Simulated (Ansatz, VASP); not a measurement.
**KI: VASP beside Ansatz**

```
CELL_PARAMETERS angstrom
0.00000 3.54449 3.54449
3.54449 0.00000 3.54449
3.54449 3.54449 0.00000
ATOMIC_POSITIONS crystal
K 0.00000 0.00000 0.00000
I 0.50000 0.50000 0.50000
```

Alike in both runs: task single point; functional PBE; k mesh 6 × 6 × 6; non-collinear spin, spin-orbit coupling.

```csv
,VASP,Ansatz
version,VASP 6.6.1,Ansatz 0.2.0
potentials or method,"VASP PAW PBE potentials, release 64 (K_sv, I)","plane waves, PAW"
plane-wave cutoff (eV),500,420
occupations,"gaussian, width 0.01 eV",fixed
valence electrons in the cell,16,26
```

|  | VASP | Ansatz | Ansatz less VASP |
| --- | --- | --- | --- |
| pressure (GPa) | 0.5 | 0.5 | -0.03 |

VASP's potentials hold 16 valence electrons a cell and Ansatz's 26, so a difference there can come from the potentials and not from the codes.
